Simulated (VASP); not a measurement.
# PbF2 (Fm-3m) in VASP: settings compared

Aim: see how the results for PbF2 move with the level of theory and the settings. Levels: PBE, LDA. Tasks: single point.

Everything below comes from runs of VASP 6.6.1. Logs are shortened: lines on timing, memory, paths and dates and some standing lists are left out, and cuts for length are marked.

**1. The cell of the first run**

Symmetry: Fm-3m, No. 225, cubic system. The conventional cell has a = 5.921 Å, b = 5.921 Å, c = 5.921 Å, α = 90.00°, β = 90.00°, γ = 90.00°. Within 3.4 Å of Pb (site symmetry m-3m) lie 8 F at 2.56 Å. Within 3.4 Å of F (site symmetry -43m) lie 4 Pb at 2.56 Å and 6 F at 2.96 Å.

**2. Single point, PBE**

Input file INCAR:

```
PREC = Accurate
ENCUT = 600
EDIFF = 1E-6
ISMEAR = 0
SIGMA = 0.01
LREAL = False
LASPH = True
NELM = 120
ALGO = Normal
ISIF = 2
LWAVE = False
LCHARG = True
GGA = PE
LELF = True
LVHAR = True
NBANDS = 21
GGA_COMPAT = False
```

Input file KPOINTS:

```
Automatic mesh
0
Gamma
  4 4 4
```

Input file POSCAR:

```
PbF2
1.0
    0.0000000000      2.9604388884      2.9604388884
    2.9604388884      0.0000000000      2.9604388884
    2.9604388884      2.9604388884      0.0000000000
Pb F
1 2
Direct
    0.0000000000      0.0000000000      0.0000000000
    0.2500000000      0.2500000000      0.2500000000
    0.7500000000      0.7500000000      0.7500000000
```

Potentials or basis: VASP PAW PBE potentials, release 64 (Pb_d, F).

Command:

```
$ cat potpaw_PBE.64/Pb_d/POTCAR potpaw_PBE.64/F/POTCAR > POTCAR
$ mpirun -np 1 vasp_std > vasp.out
```

OUTCAR:

```text
PREC = Accurate
   ENCUT = 600
   EDIFF = 1E-6
   ISMEAR = 0
   LREAL = False
   LASPH = True
   NELM = 120
   ISIF = 2
   GGA = PE

 ion  position               nearest neighbor table
   1  0.000  0.000  0.000-   3 2.56   3 2.56   3 2.56   2 2.56   3 2.56   2 2.56   2 2.56   2 2.56

   2  0.250  0.250  0.250-   1 2.56   1 2.56   1 2.56   1 2.56
   3  0.750  0.750  0.750-   1 2.56   1 2.56   1 2.56   1 2.56

  LATTYP: Found a face centered cubic cell.
 ALAT       =     5.9208777768

  Lattice vectors:

 A1 = (   0.0000000000,   2.9604388884,   2.9604388884)
 A2 = (   2.9604388884,   0.0000000000,   2.9604388884)
 A3 = (   2.9604388884,   2.9604388884,   0.0000000000)

Analysis of symmetry for initial positions (statically):
=====================================================================
 Subroutine PRICEL returns:
 Original cell was already a primitive cell.

 Routine SETGRP: Setting up the symmetry group for a
 face centered cubic supercell.

 Subroutine GETGRP returns: Found 48 space group operations
 (whereof 48 operations were pure point group operations)
 out of a pool of 48 trial point group operations.

The static configuration has the point symmetry O_h .

Analysis of symmetry for dynamics (positions and initial velocities):
=====================================================================
 Subroutine PRICEL returns:
 Original cell was already a primitive cell.

 Routine SETGRP: Setting up the symmetry group for a
 face centered cubic supercell.

 Subroutine GETGRP returns: Found 48 space group operations
 (whereof 48 operations were pure point group operations)
 out of a pool of 48 trial point group operations.

The dynamic configuration has the point symmetry O_h .

 Subroutine INISYM returns: Found 48 space group operations
 (whereof 48 operations are pure point group operations),
 and found     1 'primitive' translations

----------------------------------------------------------------------------------------

                                     Primitive cell

  volume of cell :      51.8917

  direct lattice vectors                    reciprocal lattice vectors
     0.000000000  2.960438888  2.960438888    -0.168893876  0.168893876  0.168893876
     2.960438888  0.000000000  2.960438888     0.168893876 -0.168893876  0.168893876
     2.960438888  2.960438888  0.000000000     0.168893876  0.168893876 -0.168893876

  length of vectors
     4.186692827  4.186692827  4.186692827     0.292532775  0.292532775  0.292532775

  position of ions in fractional coordinates (direct lattice)
     0.000000000  0.000000000  0.000000000
     0.250000000  0.250000000  0.250000000
     0.750000000  0.750000000  0.750000000

  ion indices of the primitive-cell ions
   primitive index   ion index
                 1           1
                 2           2
                 3           3

----------------------------------------------------------------------------------------

 KPOINTS: Automatic mesh

Automatic generation of k-mesh.
 Grid dimensions read from file:
 generate k-points for:    4    4    4

 Generating k-lattice:

  Cartesian coordinates                     Fractional coordinates (reciprocal lattice)
    -0.042223469  0.042223469  0.042223469     0.250000000  0.000000000  0.000000000
     0.042223469 -0.042223469  0.042223469     0.000000000  0.250000000  0.000000000
     0.042223469  0.042223469 -0.042223469     0.000000000  0.000000000  0.250000000

  Length of vectors
     0.073133194  0.073133194  0.073133194

  Shift w.r.t. Gamma in fractional coordinates (k-lattice)
     0.000000000  0.000000000  0.000000000

 Subroutine IBZKPT returns following result:
 ===========================================

 Found      8 irreducible k-points:

 Following reciprocal coordinates:
            Coordinates               Weight
  0.000000  0.000000  0.000000      1.000000
  0.250000  0.000000  0.000000      8.000000
  0.500000  0.000000  0.000000      4.000000
  0.250000  0.250000  0.000000      6.000000
  0.500000  0.250000  0.000000     24.000000
 -0.250000  0.250000  0.000000     12.000000
  0.500000  0.500000  0.000000      3.000000
 -0.250000  0.500000  0.250000      6.000000
   k-points           NKPTS =      8   k-points in BZ     NKDIM =      8   number of bands    NBANDS=     21
   number of dos      NEDOS =    301   number of ions     NIONS =      3
   total plane-waves  NPLWV =  46656
   dimension x,y,z NGX =    36 NGY =   36 NGZ =   36
   dimension x,y,z NGXF=    72 NGYF=   72 NGZF=   72
   ions per type =               1   2
   NGX,Y,Z   is equivalent  to a cutoff of  14.29, 14.29, 14.29 a.u.
   NGXF,Y,Z  is equivalent  to a cutoff of  28.59, 28.59, 28.59 a.u.
 SYSTEM =  unknown system
   PREC   = accura    normal or accurate (medium, high low for compatibility)
   ISTART =      0    job   : 0-new  1-cont  2-samecut
   ICHARG =      2    charge: 1-file 2-atom 10-const
   ISPIN  =      1    spin polarized calculation?
   LNONCOLLINEAR =      F non collinear calculations
   LSORBIT =      F    spin-orbit coupling
   LASPH  =      T    aspherical Exc in radial PAW
   ENCUT  =  600.0 eV  44.10 Ry    6.64 a.u.   8.36  8.36  8.36*2*pi/ulx,y,z
   NELM   =    120;   NELMIN=  2; NELMDL= -5     # of ELM steps
   EDIFF  = 0.1E-05   stopping-criterion for ELM
   LREAL  =      F    real-space projection
   EDIFFG = 0.1E-04   stopping-criterion for IOM
   NSW    =      0    number of steps for IOM
   IBRION =     -1    ionic relax: 0-MD 1-quasi-New 2-CG
   NFREE  =      0    steps in history (QN), initial steepest desc. (CG)
   ISIF   =      2    stress and relaxation
   ISYM   =      2    0-nonsym 1-usesym 2-fastsym
   POTIM  = 0.5000    time-step for ionic-motion
   TEBEG  =    0.0;   TEEND  =   0.0 temperature during run
   PSTRESS=    0.0 pullay stress
   NELECT =      28.0000    total number of electrons
   NUPDOWN=      -1.0000    fix difference up-down
   EMIN   =  10.00;   EMAX   =-10.00  energy-range for DOS
   EFERMI =   0.00;   METHOD = LEGACY
   ISMEAR =     0;   SIGMA  =   0.01  broadening in eV -4-tet -1-fermi 0-gaus
   EFERMI_NEDOS =   21; number of points for ismear=-14 and -15
   IALGO  =     38    algorithm
   IMIX   =      4    mixing-type and parameters
     AMIX     =   0.40;   BMIX     =  1.00
     AMIX_MAG =   1.60;   BMIX_MAG =  1.00
  volume/ion in A,a.u.               =      17.30       116.73
  Fermi-wavevector in a.u.,A,eV,Ry     =   1.332789  2.518606 24.168391  1.776327
  Thomas-Fermi vector in A             =   2.461697
   LORBIT       =      0    0 simple, 1 ext, 2 COOP (PROOUT), +10 PAW based schemes
   GGA     = PE    functional components
   LHFCALC =     F    Hartree Fock is set to
   AEXX    =    0.0000 exact exchange contribution
   IVDW    =     0    specifies the selected vdW correction
   LEPSILON=     F    determine dielectric tensor
   LRPA    =     F    only Hartree local field effects (RPA)
 non-spin polarized calculation
 Gauss-broadening in eV      SIGMA  =   0.01
  energy-cutoff  :      600.00
  volume of cell :       51.89
 maximum number of plane-waves:      1759
 NGX is ok and might be reduce to    36
   NGX = 17   NGY = 17   NGZ = 17

 number of electron      28.0000008 magnetization

 Free energy of the ion-electron system (eV)
  ---------------------------------------------------
  ext. energy  EPLUGINS =         0.00000000
  ---------------------------------------------------
  free energy    TOTEN  =       -14.33436646 eV

  energy without entropy =      -14.33436646  energy(sigma->0) =      -14.33436646

 E-fermi :   2.0072     XC(G=0):  -9.4224

 val. band max:        1.9282643193   @ k =  -0.2500   0.5000   0.2500
 cond. band min:       6.3447063470   @ k =   0.5000   0.5000   0.0000
 fundamental gap:      4.4164420277
 Fermi energy:         2.0071540200

 k-point     1 :       0.0000    0.0000    0.0000
  band No.  band energies     occupation
      1     -19.1963      2.00000
      2     -18.5714      2.00000
      3     -12.5123      2.00000
      4     -12.5123      2.00000
      5     -12.5123      2.00000
      6     -12.4543      2.00000
[... 13 lines left out ...]
     20      17.0859      0.00000
     21      19.4550      0.00000

 k-point     2 :       0.2500    0.0000    0.0000
  band No.  band energies     occupation
      1     -19.0865      2.00000
      2     -18.6702      2.00000
      3     -12.4962      2.00000
      4     -12.4962      2.00000
      5     -12.4484      2.00000
      6     -12.4484      2.00000
[... 13 lines left out ...]
     20      16.0923      0.00000
     21      17.6250      0.00000

 k-point     3 :       0.5000    0.0000    0.0000
  band No.  band energies     occupation
      1     -18.9071      2.00000
      2     -18.8335      2.00000
      3     -12.4958      2.00000
      4     -12.4958      2.00000
      5     -12.4264      2.00000
      6     -12.4264      2.00000
[... 13 lines left out ...]
     20      15.6820      0.00000
     21      16.1964      0.00000

 k-point     4 :       0.2500    0.2500    0.0000
  band No.  band energies     occupation
      1     -19.0586      2.00000
      2     -18.6918      2.00000
      3     -12.4714      2.00000
      4     -12.4685      2.00000
      5     -12.4685      2.00000
      6     -12.4421      2.00000
[... 13 lines left out ...]
     20      17.6385      0.00000
     21      17.6450      0.00000

 k-point     5 :       0.5000    0.2500    0.0000
  band No.  band energies     occupation
      1     -18.9187      2.00000
      2     -18.8122      2.00000
      3     -12.4786      2.00000
      4     -12.4614      2.00000
      5     -12.4265      2.00000
      6     -12.4088      2.00000
[... 13 lines left out ...]
     20      17.5874      0.00000
     21      18.4649      0.00000

 k-point     6 :      -0.2500    0.2500    0.0000
  band No.  band energies     occupation
      1     -18.9612      2.00000
      2     -18.7776      2.00000
      3     -12.4727      2.00000
      4     -12.4650      2.00000
      5     -12.4573      2.00000
      6     -12.3986      2.00000
[... 13 lines left out ...]
     20      17.3663      0.00000
     21      19.0223      0.00000

 k-point     7 :       0.5000    0.5000    0.0000
  band No.  band energies     occupation
      1     -18.9148      2.00000
      2     -18.8066      2.00000
      3     -12.4911      2.00000
      4     -12.4298      2.00000
      5     -12.4231      2.00000
      6     -12.4231      2.00000
[... 13 lines left out ...]
     20      18.6206      0.00000
     21      19.2425      0.00000

 k-point     8 :      -0.2500    0.5000    0.2500
  band No.  band energies     occupation
      1     -18.8610      2.00000
      2     -18.8610      2.00000
      3     -12.4753      2.00000
      4     -12.4445      2.00000
      5     -12.4231      2.00000
      6     -12.3532      2.00000
[... 13 lines left out ...]
     20      18.1215      0.00000
     21      18.1215      0.00000

------------------------ aborting loop because EDIFF is reached ----------------------------------------

  FORCE on cell =-STRESS in cart. coord.  units (eV):
  Direction    XX          YY          ZZ          XY          YZ          ZX
  --------------------------------------------------------------------------------------
  -------------------------------------------------------------------------------------
  Total        0.8730657      0.8730657      0.8730657      0.0000000     -0.0000000      0.0000000
  in kB       26.9562349     26.9562349     26.9562349      0.0000000     -0.0000000      0.0000000
  external PRESSURE =      26.9562349 kB  Pullay stress =       0.0000000 kB

 VOLUME and BASIS-vectors are now :
 -----------------------------------------------------------------------------
  energy-cutoff  :      600.00
  volume of cell :       51.89
      direct lattice vectors                 reciprocal lattice vectors
     0.000000000  2.960438888  2.960438888    -0.168893876  0.168893876  0.168893876
     2.960438888  0.000000000  2.960438888     0.168893876 -0.168893876  0.168893876
     2.960438888  2.960438888  0.000000000     0.168893876  0.168893876 -0.168893876

 POSITION                                       TOTAL-FORCE (eV/Angst)
 -----------------------------------------------------------------------------------
      0.00000      0.00000      0.00000        -0.000000     -0.000000     -0.000000
      1.48022      1.48022      1.48022         0.000000      0.000000      0.000000
      4.44066      4.44066      4.44066        -0.000000     -0.000000     -0.000000
 -----------------------------------------------------------------------------------
    total drift:                                0.000000      0.000000      0.000000

  FREE ENERGIE OF THE ION-ELECTRON SYSTEM (eV)
  ---------------------------------------------------
  free  energy   TOTEN  =       -14.3343664627 eV

  energy  without entropy=      -14.3343664627  energy(sigma->0) =      -14.33436646
```

It took 20 s on 1 thread of Intel Xeon 8259CL, shared host; peak memory 0.2 GiB.

What came out:

| Property | Result |
| --- | --- |
| Free energy | -14.3344 eV |
| Pressure | 2.7 GPa |
| Band gap on the k mesh | 4.42 eV, indirect (least direct gap 4.56 eV) |

Caveat: the k points lie up to 0.46 Å⁻¹ apart; spin-orbit coupling is left out, which moves the levels of the heavy elements. A k mesh can miss the band edges.

**3. Single point, LDA**

Input file INCAR:

```
PREC     = Accurate       # precision mode
ENCUT    = 600            # plane-wave cutoff, eV
EDIFF    = 1E-6           # SCF threshold, eV
ISMEAR   = 0              # smearing method
SIGMA    = 0.01           # smearing width, eV
LREAL    = False          # projectors in reciprocal space
LASPH    = True           # aspherical terms in the spheres
NELM     = 120            # most SCF steps
ALGO     = Normal         # electronic algorithm
ISIF     = 2              # what is computed and relaxed
LWAVE    = False          # write WAVECAR
LCHARG   = True           # write CHGCAR
LELF     = True           # ELF
LVHAR    = True         
NBANDS   = 21             # bands
GGA_COMPAT= False
```

KPOINTS is that of step 2.

POSCAR is that of step 2.

Potentials or basis: VASP PAW LDA potentials, release 64 (Pb_d, F).

Command:

```
$ cat potpaw_LDA.64/Pb_d/POTCAR potpaw_LDA.64/F/POTCAR > POTCAR
$ mpirun -np 1 vasp_std > vasp.out
```

Wall time 19 s (1 thread of Intel Xeon 8259CL, shared host); peak memory 0.17 GiB.

The run converged. Its results:

| Property | Result |
| --- | --- |
| Free energy | -15.9233 eV |
| Pressure | -4.4 GPa |
| Band gap on the k mesh | 4.22 eV, indirect (least direct gap 4.38 eV) |

Levels at points of the mesh, in eV from the valence-band top:
```tsv
k point	band 12	band 13	band 14	band 15	band 16	band 17
(0.00, 0.00, 0.00)	-2.02	-2.02	-2.02	6.58	6.58	6.58
(0.50, 0.00, 0.00)	-2.19	-2.19	-0.03	4.82	7.51	7.51
(0.50, 0.50, 0.00)	-1.58	-1.58	-0.16	4.22	7.75	7.75
```

Caveat: the k points lie up to 0.46 Å⁻¹ apart; spin-orbit coupling is left out, which moves the levels of the heavy elements.

(Continued in part 2 of 2.)
